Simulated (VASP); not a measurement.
Te: single point with PBE

Crystal: Te.

```
Te
1.0
     4.52261    0.00000    0.00000
    -2.26130    3.91669    0.00000
     0.00000    0.00000    5.95547
Te
3
Direct
  0.73219 0.00000 0.33333
  0.00000 0.73219 0.66667
  0.26781 0.26781 0.00000
```

```
Program                : VASP 6.6.1
Task                   : single point
Functional             : PBE
Potentials or basis    : VASP PAW PBE potentials, release 64 (Te)
Cutoff                 : 520 eV
k mesh                 : 12 × 12 × 6
Occupations            : gaussian, width 0.01 eV
Spin                   : no spin polarisation
Dipole correction      : no
Further INCAR settings : ALGO = Normal; EDIFF = 1e-06; NBANDS = 16
```

```
Pressure               : 0.0 GPa
Largest force          : 0.012 eV/Å
Band gap on the k mesh : 0.22 eV
```

Forces on the atoms (eV/Å):
```
Te  -0.012  0.000  0.000
Te   0.006 -0.011  0.000
Te   0.006  0.011  0.000
```

Levels at points of the mesh, in eV from the valence-band top:
| k point | band 6 | band 7 | band 8 | band 9 | band 10 | band 11 | band 12 | band 13 |
| --- | --- | --- | --- | --- | --- | --- | --- | --- |
| (0.00, 0.00, 0.00) | -2.71 | -1.60 | -1.60 | -0.78 | 1.00 | 1.00 | 1.56 | 5.05 |
| (0.50, 0.00, 0.00) | -3.43 | -3.31 | -0.98 | -0.78 | 0.88 | 0.94 | 3.11 | 3.59 |
| (0.00, 0.00, 0.50) | -2.58 | -1.25 | -1.00 | -1.00 | 0.49 | 0.49 | 0.52 | 4.18 |
| (0.50, 0.00, 0.50) | -3.51 | -2.32 | -1.98 | -0.15 | 0.81 | 1.93 | 2.49 | 4.65 |

Run time: 66 s on 1 thread of Intel(R) Xeon(R) 6975P-C (Granite Rapids) (shared host), peak memory 0.31 GiB.

Caveat: spin-orbit coupling is left out, which moves the levels of the heavy elements. A k mesh can miss the band edges.
